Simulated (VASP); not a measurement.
# Ti16PO32 (a cell with a defect) in VASP: single point with PBE

Aim: the single point of Ti16PO32 (a cell with a defect) with PBE.

All numbers are computed with VASP 6.6.1; they aren't measurements. Logs are shortened: lines on timing, memory, paths and dates and some standing lists are left out, and cuts for length are marked.

**1. The cell of the first run**

The cell holds a defect, 49 atoms: a = 7.608 Å, b = 7.608 Å, c = 9.614 Å, α = 90.00°, β = 90.00°, γ = 90.00°.

**2. Single point, PBE, collinear spin**

Input file INCAR:

```
SYSTEM = Ti16PO32
PREC = Accurate
ENCUT = 520
EDIFF = 1E-6
ISMEAR = -1
SIGMA = 0.02
LREAL = Auto
LASPH = .TRUE.
NELM = 150
ALGO = Normal
ISIF = 2
LWAVE = .FALSE.
LCHARG = .TRUE.
ISPIN = 2
MAGMOM = 0 0 0 0 0 0 0 0 0 0 0 0 0 0 0 0 0 0 0 0 0 0 0 0 0 0 0 0 0 0 0 0 0 0 0 0 0 0 0 0 0 0 0 0 0 0 0 0 1
LORBIT = 11
LMAXMIX = 4
GGA = PE
LELF = .TRUE.
LVHAR = .TRUE.
NBANDS = 228
```

Input file KPOINTS:

```
Automatic mesh
0
G
  1 1 1
  0 0 0
```

Input file POSCAR:

```
Ti16PO32
1.0
    7.6080000000      0.0000000000      0.0000000000
    0.0000000000      7.6080000000      0.0000000000
    0.0000000000      0.0000000000      9.6140000000
Ti O P
16 32 1
Direct
   -0.0291680176     -0.0022437693     -0.0014907290
    0.0305430587      0.2621986478      0.2560869685
    0.4743756159     -0.0001227005     -0.0144480992
    0.5039143708      0.2599452553      0.2476645521
   -0.0157830472      0.4989762589      0.0016928952
    0.0300166293      0.7351472212      0.2565133252
    0.2629777520      0.2546565043      0.5060355288
    0.2368077837      0.5022725717      0.7528637480
    0.4876284856      0.4996801873     -0.0053516107
    0.5031842128      0.7371350273      0.2471452157
    0.7590982358      0.2529426602      0.5092965653
    0.7403755689      0.5032468638      0.7516437650
    0.2630692391      0.7499989988      0.5061181720
    0.2275593141      0.0027797991      0.7473337879
    0.7587520439      0.7506557972      0.5092559709
    0.7335231596      0.0034263554      0.7451690148
    0.0146506527     -0.0008998268      0.2339740246
    0.0101606725      0.2647788643      0.4555389147
   -0.0164043845      0.2458873570      0.0512048976
   -0.0169709099      0.0069602343      0.7940696290
    0.5394572265     -0.0012864470      0.2037130679
    0.5146469819      0.2547391194      0.4534469046
    0.4911033648      0.2472508905      0.0421767335
    0.4776931451      0.0077063240      0.7868058324
   -0.0187961872      0.4985405834      0.2168437039
    0.0097964553      0.7386738264      0.4562760218
   -0.0115176958      0.7496281019      0.0524044237
   -0.0105940771      0.5024164807      0.7961516779
    0.2342449924      0.2530675455      0.7064913345
    0.2374468979      0.4950506554      0.9619631994
    0.2677926513      0.5020370495      0.5465012148
    0.2666335939      0.2559526489      0.2887093235
    0.5452448599      0.4983608528      0.2111805418
    0.5145498989      0.7489670613      0.4534252291
    0.4841081121      0.7473096795      0.0443867065
    0.4885633545      0.5024204256      0.7953239723
    0.7372889129      0.2536329626      0.7072427888
    0.7403229233      0.4991739587      0.9561926417
    0.7587180180      0.5015962026      0.5431121901
    0.7650931502      0.1876327238      0.2889794382
    0.2351232034      0.7517043673      0.7072890115
    0.2312265692     -0.0071678844      0.9598674129
    0.2566409984      0.0019049568      0.5421366128
    0.2661935764      0.7414955141      0.2899202029
    0.7372908712      0.7506758710      0.7057683795
    0.7244316470     -0.0264724410      0.9387453064
    0.7664204991      0.0020521432      0.5427728158
    0.7650267513      0.8109905713      0.2875653855
    0.7779885691      0.0001159490      0.2050470900
```

Potentials or basis: VASP PAW PBE potentials, release 64 (Ti_sv, O, P).

Run with:

```bash
> cat potpaw_PBE.64/Ti_sv/POTCAR potpaw_PBE.64/O/POTCAR potpaw_PBE.64/P/POTCAR > POTCAR
> mpirun -np 1 vasp_gam > vasp.out
```

OUTCAR:

```text
SYSTEM = Ti16PO32
   PREC = Accurate
   ENCUT = 520
   EDIFF = 1E-6
   ISMEAR = -1
   LREAL = Auto
   LASPH = .TRUE.
   NELM = 150
   ISIF = 2
   ISPIN = 2
   LORBIT = 11
   GGA = PE

 ion  position               nearest neighbor table
   1  0.971  0.998  0.999-  19 1.96  27 1.96  20 1.97  46 1.97  42 2.02  17 2.29  49 2.47
   2  0.031  0.262  0.256-  32 1.82  25 1.88  18 1.92  19 2.01  17 2.02  40 2.12  49 2.81
   3  0.474  1.000  0.986-  42 1.87  24 1.91  23 1.96  46 1.97  35 2.00  21 2.16
   4  0.504  0.260  0.248-  32 1.85  33 1.87  23 1.98  22 1.98  21 2.05  40 2.10  49 2.90
   5  0.984  0.499  0.002-  38 1.91  30 1.96  27 1.97  28 1.98  19 1.98  25 2.07
   6  0.030  0.735  0.257-  44 1.83  25 1.88  26 1.93  27 1.99  17 2.02  48 2.12  49 2.83
   7  0.263  0.255  0.506-  31 1.92  29 1.94  43 1.95  22 1.98  18 1.99  32 2.09
   8  0.237  0.502  0.753-  28 1.93  41 1.95  29 1.95  36 1.96  31 2.00  30 2.01
   9  0.488  0.500  0.995-  36 1.92  30 1.93  35 1.94  38 1.96  23 1.97  33 2.13
  10  0.503  0.737  0.247-  44 1.85  33 1.88  35 1.96  34 1.99  21 2.05  48 2.11  49 2.92
  11  0.759  0.253  0.509-  37 1.91  39 1.92  22 1.94  47 1.94  18 1.98  40 2.18
  12  0.740  0.503  0.752-  45 1.93  28 1.94  37 1.95  36 1.96  38 1.97  39 2.01
  13  0.263  0.750  0.506-  31 1.93  41 1.95  43 1.95  34 1.98  26 1.99  44 2.08
  14  0.228  0.003  0.747-  20 1.91  24 1.94  29 1.94  41 1.95  43 1.99  42 2.04
  15  0.759  0.751  0.509-  45 1.90  39 1.92  34 1.93  47 1.94  26 1.98  48 2.18
  16  0.734  0.003  0.745-  46 1.88  37 1.94  20 1.96  45 1.96  47 1.96  24 1.99
  17  0.015  0.999  0.234-  49 1.82   2 2.02   6 2.02   1 2.29
[... 20 lines left out ...]
  38  0.740  0.499  0.956-   5 1.91   9 1.96  12 1.97
  39  0.759  0.502  0.543-  11 1.92  15 1.92  12 2.01
  40  0.765  0.188  0.289-  49 1.64   4 2.10   2 2.12  11 2.18
  41  0.235  0.752  0.707-  13 1.95   8 1.95  14 1.95
  42  0.231  0.993  0.960-   3 1.87   1 2.02  14 2.04
  43  0.257  0.002  0.542-  13 1.95   7 1.95  14 1.99
  44  0.266  0.741  0.290-   6 1.83  10 1.85  13 2.08
  45  0.737  0.751  0.706-  15 1.90  12 1.93  16 1.96
  46  0.724  0.974  0.939-  16 1.88   3 1.97   1 1.97
  47  0.766  0.002  0.543-  11 1.94  15 1.94  16 1.96
  48  0.765  0.811  0.288-  49 1.65  10 2.11   6 2.12  15 2.18
  49  0.778  0.000  0.205-  40 1.64  48 1.65  21 1.81  17 1.82   1 2.47   2 2.81   6 2.83   4 2.90
                            10 2.92

  LATTYP: Found a simple tetragonal cell.
 ALAT       =     7.6080000000
 C/A-ratio  =     1.2636698212

  Lattice vectors:

 A1 = (   7.6080000000,   0.0000000000,   0.0000000000)
 A2 = (   0.0000000000,   7.6080000000,   0.0000000000)
 A3 = (   0.0000000000,   0.0000000000,   9.6140000000)

Analysis of symmetry for initial positions (statically):
=====================================================================
 Subroutine PRICEL returns:
 Original cell was already a primitive cell.

 Routine SETGRP: Setting up the symmetry group for a
 simple tetragonal supercell.

 Subroutine GETGRP returns: Found  1 space group operations
 (whereof  1 operations were pure point group operations)
 out of a pool of 16 trial point group operations.

The static configuration has the point symmetry C_1 .

[... 251 lines left out ...]
 Fermi energy:         6.3564973338

 spin component 1

 k-point     1 :       0.0000    0.0000    0.0000
  band No.  band energies     occupation
      1     -52.4619      1.00000
      2     -52.4471      1.00000
      3     -52.4366      1.00000
      4     -52.3996      1.00000
      5     -52.3887      1.00000
      6     -52.3688      1.00000
[... 198 lines left out ...]
    205       7.2268      0.00000
    206       7.2573      0.00000
 Fermi energy:         6.3564973338

 spin component 2

 k-point     1 :       0.0000    0.0000    0.0000
  band No.  band energies     occupation
      1     -52.6276      1.00000
      2     -52.6112      1.00000
      3     -52.5772      1.00000
      4     -52.5631      1.00000
      5     -52.4713      1.00000
      6     -52.4571      1.00000
[... 198 lines left out ...]
    205       7.1429      0.00000
    206       7.1859      0.00000
 [bands above 206 left out]

------------------------ aborting loop because EDIFF is reached ----------------------------------------

  FORCE on cell =-STRESS in cart. coord.  units (eV):
  Direction    XX          YY          ZZ          XY          YZ          ZX
  --------------------------------------------------------------------------------------
  -------------------------------------------------------------------------------------
  Total       12.3438868      5.1495769     34.8051383      0.0892345     -0.8361051      6.2993814
  in kB       35.5399969     14.8264441    100.2094829      0.2569202     -2.4072786     18.1369127
  external PRESSURE =      50.1919746 kB  Pullay stress =       0.0000000 kB

 VOLUME and BASIS-vectors are now :
 -----------------------------------------------------------------------------
  energy-cutoff  :      520.00
  volume of cell :      556.47
      direct lattice vectors                 reciprocal lattice vectors
     7.608000000  0.000000000  0.000000000     0.131440589  0.000000000  0.000000000
     0.000000000  7.608000000  0.000000000     0.000000000  0.131440589  0.000000000
     0.000000000  0.000000000  9.614000000     0.000000000  0.000000000  0.104014978

 POSITION                                       TOTAL-FORCE (eV/Angst)
 -----------------------------------------------------------------------------------
      7.38609      7.59093      9.59967         0.049224      0.007146      0.003815
      0.23237      1.99481      2.46202        -0.071304     -0.073745     -0.020456
      3.60905      7.60707      9.47510        -0.011021     -0.014342     -0.006889
      3.83378      1.97766      2.38105         0.036145     -0.013434      0.001736
      7.48792      3.79621      0.01628         0.035699     -0.000817     -0.015884
      0.22837      5.59300      2.46612        -0.052648      0.062857      0.006019
[... 41 lines left out ...]
      5.82032      6.17002      2.76465        -0.015966     -0.002587     -0.043519
      5.91894      0.00088      1.97132        -0.010947     -0.047080      0.085375
 -----------------------------------------------------------------------------------
    total drift:                                0.013412      0.002527     -0.042226

  FREE ENERGIE OF THE ION-ELECTRON SYSTEM (eV)
  ---------------------------------------------------
  free  energy   TOTEN  =      -434.3183827488 eV

  energy  without entropy=     -434.3171162777  energy(sigma->0) =     -434.31774951

 total charge

# of ion       s       p       d       tot
------------------------------------------
    1        2.200   6.246   1.808  10.253
    2        2.225   6.298   1.866  10.389
    3        2.217   6.271   1.800  10.287
    4        2.217   6.277   1.854  10.348
    5        2.208   6.262   1.780  10.249
    6        2.225   6.298   1.863  10.386
[... 41 lines left out ...]
   48        1.568   3.586   0.000   5.153
   49        1.037   1.303   0.000   2.340
--------------------------------------------------
tot         86.742 213.952  29.024 329.718

 magnetization (x)

# of ion       s       p       d       tot
------------------------------------------
    1        0.001   0.001   0.111   0.113
    2       -0.001  -0.002  -0.168  -0.171
    3        0.001   0.001   0.088   0.090
    4       -0.002  -0.003  -0.254  -0.259
    5        0.001   0.001   0.108   0.110
    6       -0.001  -0.002  -0.166  -0.169
[... 41 lines left out ...]
   48        0.000   0.001   0.000   0.001
   49       -0.001   0.000   0.000  -0.001
--------------------------------------------------
tot         -0.004   0.097  -0.975  -0.882
```

Run time: 10 min. Hardware: 1 thread of AMD EPYC 7R13 (Zen 3), shared host; peak memory 0.74 GiB.

Results:

```yaml
Free_energy: -434.3184 eV
Pressure: 5.0 GPa
Largest_force: 0.105 eV/Å
Net_moment: -0.99 μB per cell
Site_moments: Ti +0.11, -0.17, +0.09, -0.26, +0.06, +0.08, -0.24, -0.20, +0.07, +0.03, +0.04 (each value once); O +0.00, +0.01, -0.01, -0.00, +0.02 (each value once); P -0.00 μB
Valence_electrons_inside_the_program's_atomic_spheres: Ti 10.25, 10.39, 10.29, 10.35, 10.26, 10.27, 10.28, 10.30, 10.31, 10.34 (each value once); O 5.09, 5.06, 5.05, 5.08, 5.11, 5.07, 5.16, 5.10, 5.15 (each value once); P 2.34
```

Forces on the atoms (eV/Å):
```
Ti   0.049  0.007  0.004
Ti  -0.071 -0.074 -0.020
Ti  -0.011 -0.014 -0.007
Ti   0.036 -0.013  0.002
Ti   0.036 -0.001 -0.016
Ti  -0.053  0.063  0.006
Ti   0.001 -0.014 -0.031
Ti  -0.008 -0.001  0.001
Ti   0.007 -0.003  0.033
Ti   0.046  0.024  0.029
Ti   0.004 -0.043 -0.044
Ti   0.024 -0.019 -0.004
Ti  -0.008 -0.003 -0.025
Ti   0.000  0.001  0.009
Ti   0.019  0.030 -0.069
Ti   0.024 -0.001 -0.042
O    0.049  0.000 -0.062
O   -0.004  0.004  0.037
O    0.003 -0.007  0.004
O   -0.008  0.012 -0.017
O    0.034  0.020  0.017
O   -0.006 -0.007  0.029
O   -0.005  0.006 -0.017
O    0.010  0.004 -0.035
O   -0.023  0.002 -0.004
O    0.002 -0.003  0.023
O   -0.024  0.017 -0.001
O   -0.011  0.012 -0.016
O    0.006  0.000  0.029
O   -0.007 -0.003  0.033
O    0.004  0.005 -0.023
O    0.021  0.013 -0.003
O    0.005  0.002 -0.002
O   -0.014  0.004  0.025
O   -0.005  0.021 -0.016
O   -0.012  0.004 -0.044
O   -0.014  0.014  0.040
O   -0.006 -0.004  0.039
O    0.003  0.007 -0.022
O   -0.037  0.004 -0.022
O    0.006  0.001  0.033
O   -0.034 -0.011  0.030
O    0.012  0.005 -0.034
O    0.016 -0.012 -0.002
O   -0.023  0.003  0.049
O   -0.015 -0.004  0.090
O    0.011  0.003 -0.027
O   -0.016 -0.003 -0.044
P   -0.011 -0.047  0.085
```

Stress tensor (GPa, compression positive):
```
 3.55  0.03  1.81
 0.03  1.48 -0.24
 1.81 -0.24 10.02
```

Levels at points of the mesh, in eV from the Fermi level:
Spin up:
```csv
k point,band 191,band 192,band 193,band 194,band 195,band 196,band 197,band 198
"(0.00, 0.00, 0.00)",-2.80,-2.78,-1.61,-0.19,0.12,0.32,0.49,0.56
```
Spin down:
| k point | band 192 | band 193 | band 194 | band 195 | band 196 | band 197 | band 198 | band 199 |
| --- | --- | --- | --- | --- | --- | --- | --- | --- |
| (0.00, 0.00, 0.00) | -2.75 | -1.61 | -0.27 | -0.11 | 0.12 | 0.33 | 0.36 | 0.43 |

Caveat: the k points lie up to 0.83 Å⁻¹ apart.
